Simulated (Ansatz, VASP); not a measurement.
## Two plane-wave programs on CuO

The input INCAR:

```
PREC = Accurate ; ENCUT = 820
EDIFF = 1E-7 ; ISMEAR = -1
SIGMA = 0.05 ; LREAL = F
LASPH = T ; NELM = 200
ALGO = Normal ; ISIF = 3
LWAVE = F ; LCHARG = F
LMAXMIX = 4 ; LDAU = T
LDAUTYPE = 2 ; LDAUL = 2 -1
LDAUU = 5 0 ; LDAUJ = 0 0
LDAUPRINT = 1 ; GGA = PE
IBRION = 2 ; NSW = 60
EDIFFG = -0.01 ; GGA_COMPAT = F
NELMIN = 4
```

File KPOINTS:

```
regular mesh
0
Gamma
  10 10 10
```

Contents of POSCAR:

```
CuO
1.0
    2.5525506100      0.0000000000      0.0000000000
    0.0000000000      2.5525506100      0.0000000000
    0.0000000000      0.0000000000      2.5525506100
Cu O
1 1
Direct
    0.0000000000      0.0000000000      0.0000000000
    0.5000000000      0.5000000000      0.5000000000
```

Contents of input.yaml:

```yaml
crystal:
  lattice:
    - [2.55255061, 0.0, 0.0]
    - [0.0, 2.55255061, 0.0]
    - [0.0, 0.0, 2.55255061]
  atoms:
    - { symbol: Cu, position: [0.0, 0.0, 0.0] }
    - { symbol: O, position: [0.5, 0.5, 0.5] }
hamiltonian:
  xc: pbe
  pseudopotentials: { kind: paw }
  hubbard: { sites: [{ species: Cu, l: d, u_eff: 5.0 }] }
kpoints:
  mp_grid: { grid: [10, 10, 10] }
scf:
  occupations: { method: fermi_dirac, width: 0.05 }
output:
  forces: true
  stress: true
  eigenvalues: true
relax:
  f_tol: 0.01
  max_steps: 40
  cell: { stress_tol: 0.05 }
```

Alike in both runs: task relaxation of cell and atoms; functional PBE; k mesh 10 × 10 × 10; occupations fermi-dirac, width 0.05 eV; no spin polarisation; Hubbard terms Cu d U = 5.0 eV.

```csv
,VASP,Ansatz
version,VASP 6.6.1,Ansatz 0.2.0
potentials or method,"VASP PAW PBE potentials, release 64 (Cu_sv_GW, O)",Ansatz PAW
plane-wave cutoff (eV),820,420
valence electrons in the cell,25,25
```

```tsv
	VASP	Ansatz	Ansatz less VASP
gap on the k mesh at the Fermi level, each at its own relaxed structure (eV)	none	none	-
relaxed volume (Å³/atom)	9.03	9.37	+0.336
relaxed length of the cell vector where the two differ most in proportion (Å)	2.624	2.656	+0.0322
```

The programs project onto different local orbitals, so the same U acts differently, and such runs can settle in different states. A gap of «none» marks a metal or a gap that the smearing closes.

Noted on Ansatz's run: the plane-wave basis is chosen anew once the cell has moved, so the energies of steps on either side of that aren't comparable.
